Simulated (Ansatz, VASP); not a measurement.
# Two plane-wave programs on SnC4

```
Sn C
1.0
     4.91743    0.00000    0.00000
    -2.45871    4.25862    0.00000
     0.00000    0.00000    9.10743
Sn C
2 8
Direct
  0.33333 0.66667 0.53959
  0.66667 0.33333 0.46041
  0.33333 0.66667 0.99980
  0.16663 0.33327 0.99994
  0.66673 0.83337 0.99994
  0.16663 0.83337 0.99994
  0.66667 0.33333 0.00020
  0.83337 0.16663 0.00006
  0.83337 0.66673 0.00006
  0.33327 0.16663 0.00006
```

Alike in both runs: functional PBE; k mesh 6 × 6 × 4; occupations gaussian, width 0.1 eV; no spin polarisation.

Ansatz relaxed the structure, and its values are those at the end. VASP's run is a single point on that final structure, the one shown.

|  | VASP | Ansatz |
| --- | --- | --- |
| version | VASP 6.6.1 | Ansatz 0.2.0 |
| potentials or method | VASP PAW PBE potentials, release 64 (Sn_d, C), cutoff 520 eV | scalar-relativistic, plane waves, PAW |
| valence electrons in the cell | 60 | 60 |

```csv
,VASP,Ansatz,Ansatz less VASP
gap on the k mesh at the Fermi level (eV),none,none,-
pressure (GPa),0.2,0.0,-0.15
```

A gap of «none» marks a metal or a gap that the smearing closes.
